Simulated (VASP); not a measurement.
Runs of VASP 6.6.1 on ZnO. The structure is that of space group P6_3mc (No. 186), or close to it. The cells are those of the table. 

| level | cell | k mesh | gap on the mesh (eV) | pressure (GPa) | largest force (eV/Å) |
| --- | --- | --- | --- | --- | --- |
| PBE | a = 3.212, b = 3.212, c = 5.186 Å, angles 90.0, 90.0, 120.0°, 4 atoms | 9 × 9 × 4 | 0.82 | 10.4 | - |
| r2SCAN | a = 3.267, b = 3.267, c = 5.263 Å, angles 90.0, 90.0, 120.0°, 4 atoms | 9 × 9 × 4 | 1.19 | -3.3 | 0.01 |
| PBE | a = 3.246, b = 3.246, c = 5.240 Å, angles 90.0, 90.0, 120.0°, 4 atoms | 9 × 9 × 4 | 0.77 | 5.3 | - |
| r2SCAN | a = 3.169, b = 3.169, c = 5.105 Å, angles 90.0, 90.0, 120.0°, 4 atoms | 9 × 9 × 4 | (b) | (c) | 0.01 |
| r2SCAN | a = 3.235, b = 3.235, c = 5.211 Å, angles 90.0, 90.0, 120.0°, 4 atoms | 9 × 9 × 4 | 1.23 | 1.0 | - |
| r2SCAN | a = 3.299, b = 3.299, c = 5.313 Å, angles 90.0, 90.0, 120.0°, 4 atoms | 9 × 9 × 4 | 1.14 | -6.9 | - |
| PBE | a = 3.344, b = 3.344, c = 5.398 Å, angles 90.0, 90.0, 120.0°, 4 atoms | 9 × 9 × 4 | 0.64 | -5.9 | - |
| PBE | a = 3.312, b = 3.312, c = 5.346 Å, angles 90.0, 90.0, 120.0°, 4 atoms | 9 × 9 × 4 | 0.68 | -2.8 | - |
| PBE | a = 3.279, b = 3.279, c = 5.294 Å, angles 90.0, 90.0, 120.0°, 4 atoms | 9 × 9 × 4 | 0.73 | 0.9 | - |
| r2SCAN | a = 3.235, b = 3.235, c = 5.211 Å, angles 90.0, 90.0, 120.0°, 4 atoms | 12 × 12 × 6 | 1.23 | 1.0 | - |
| r2SCAN | a = 3.203, b = 3.203, c = 5.158 Å, angles 90.0, 90.0, 120.0°, 4 atoms | 9 × 9 × 4 | 1.28 | 6.1 | 0.01 |
| PBE | a = 3.235, b = 3.235, c = 5.211 Å, angles 90.0, 90.0, 120.0°, 4 atoms | 12 × 12 × 6 | (a) | 7.2 | - |

Alike in all rows: task single point; potentials or basis VASP PAW PBE potentials, release 64 (Zn, O); no spin polarisation; cutoff (eV) 520; smearing gaussian 0.01 eV.

**Question.** Estimate the missing entries.

**Answer.** (a) 0.79; (b) 1.33; (c) 12.0.

Caveats: the PAW data sets were made with another functional, which shifts forces and pressure a little (some runs).

